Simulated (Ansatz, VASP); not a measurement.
**Re: VASP beside Ansatz**

Contents of POSCAR:

```
Re
1.0
    2.7608000000      0.0000000000      0.0000000000
   -1.3804000000      2.3909229348      0.0000000000
    0.0000000000      0.0000000000      4.4582000000
Re
2
Direct
    0.6666666667      0.3333333333      0.7500000000
    0.3333333333      0.6666666667      0.2500000000
```

The input INCAR.step1:

```
SYSTEM = Re
  PREC = Accurate
  ENCUT = 520
  ISMEAR = -1
  SIGMA = 0.05
  LREAL = .False.
  LASPH = .True.
  NELM = 100
  NBANDS = 14
  GGA = PE
  ALGO = Normal
  EDIFF = 1E-4
  LWAVE = .True.
  LCHARG = .False.
```

INCAR.step2

```
SYSTEM = Re
  PREC = Accurate
  ENCUT = 520
  EDIFF = 1E-6
  ISMEAR = -1
  SIGMA = 0.05
  LREAL = .False.
  LASPH = .True.
  NELM = 100
  ALGO = Normal
  ISIF = 2
  LWAVE = .False.
  LCHARG = .True.
  METAGGA = R2SCAN
  LMIXTAU = .True.
  LELF = .True.
  LVHAR = .True.
  NBANDS = 14
  ISTART = 1
```

File KPOINTS:

```
regular mesh
0
Gamma
  11 11 6
  0 0 0
```

Contents of input.yaml:

```yaml
crystal:
  lattice:
    - [2.7608, 0.0, 0.0]
    - [-1.3804, 2.3909229348, 0.0]
    - [0.0, 0.0, 4.4582]
  atoms:
    - { symbol: Re, position: [0.6666666667, 0.3333333333, 0.75] }
    - { symbol: Re, position: [0.3333333333, 0.6666666667, 0.25] }
hamiltonian:
  xc: r2scan
  pseudopotentials: { kind: paw }
kpoints:
  mp_grid: { grid: [11, 11, 6] }
  band_path:
    path:
      - [[0.0, 0.0, 0.0], [0.5, 0.0, 0.0], [0.3333333333, 0.3333333333, 0.0], [0.0, 0.0, 0.0], [0.0, 0.0, 0.5], [0.5, 0.0, 0.5], [0.3333333333, 0.3333333333, 0.5], [0.0, 0.0, 0.5]]
      - [[0.5, 0.0, 0.5], [0.5, 0.0, 0.0]]
      - [[0.3333333333, 0.3333333333, 0.0], [0.3333333333, 0.3333333333, 0.5]]
    npoints: 14
scf:
  occupations: { method: fermi_dirac, width: 0.05 }
  n_extra_bands: 6
output:
  forces: true
  stress: true
  eigenvalues: true
  fatbands: true
  write_density: true
  write_potential: true
  elf: true
  volumetric_format: npy
```

Alike in both runs: functional r2SCAN; k mesh 11 × 11 × 6; occupations fermi-dirac, width 0.05 eV; no spin polarisation.

|  | VASP | Ansatz |
| --- | --- | --- |
| version | VASP 6.6.1 | Ansatz 0.2.0 |
| potentials or method | VASP PAW PBE potentials, release 64 (Re) | Ansatz PAW |
| plane-wave cutoff (eV) | 520 | 500 |
| valence electrons in the cell | 14 | 30 |
| task | single point | band structure |

Ansatz gave:

```
gap on the k mesh at the Fermi level (eV)                     : none
pressure (GPa)                                                : -0.4
traceless stress, the component that is largest in VASP (GPa) : 0.71
```

Problem. Which values does VASP return?

Solution. gap on the k mesh at the Fermi level (eV): none; pressure (GPa): -0.4; traceless stress, the component that is largest in VASP (GPa): 0.59.

VASP's potentials were made for PBE, not for r2SCAN. A gap of «none» marks a metal or a gap that the smearing closes. VASP's potentials hold 14 valence electrons a cell and Ansatz's 30, so a difference there can come from the potentials and not from the codes.

Spin-orbit coupling is off throughout.
